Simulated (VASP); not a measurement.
Here is a VASP 6.6.1 calculation.

File INCAR:

```
PREC = Accurate
ENCUT = 520
EDIFF = 1E-6
ISMEAR = -5
SIGMA = 0.05
LREAL = False
LASPH = True
NELM = 60
ALGO = Normal
ISIF = 2
LWAVE = False
LCHARG = False
GGA = PE
IVDW = 12
NBANDS = 28
```

Contents of KPOINTS:

```
regular mesh
0
Gamma
  6 6 6
```

File POSCAR:

```
NaMg3O4
1.0
    4.3825872959      0.0000000000      0.0000000000
    0.0000000000      4.3825872959      0.0000000000
    0.0000000000      0.0000000000      4.3825872959
Mg Na O
3 1 4
Direct
    0.5000000000      0.5000000000      0.0000000000
    0.0000000000      0.5000000000      0.5000000000
    0.5000000000      0.0000000000      0.5000000000
    0.0000000000      0.0000000000      0.0000000000
    0.0000000000      0.5000000000      0.0000000000
    0.5000000000      0.0000000000      0.0000000000
    0.0000000000      0.0000000000      0.5000000000
    0.5000000000      0.5000000000      0.5000000000
```

Potentials or basis: VASP PAW PBE potentials, release 64 (Mg, Na_pv, O).

The run is started by

```bash
$ cat potpaw_PBE.64/Mg/POTCAR potpaw_PBE.64/Na_pv/POTCAR potpaw_PBE.64/O/POTCAR > POTCAR
$ mpirun -np 1 vasp_std > vasp.out
```

(1) What does it give for the pressure?

(2) Predict the dispersion energy per atom.

Answers

(1) -7.6 GPa.

(2) -0.250 eV.

Caveat: an odd number of electrons without spin polarisation forces a metal; a magnetic or distorted state may lie lower; pairwise dispersion overbinds metals, which lowers pressure and volume; tetrahedron occupations give inexact forces and stress in metals.
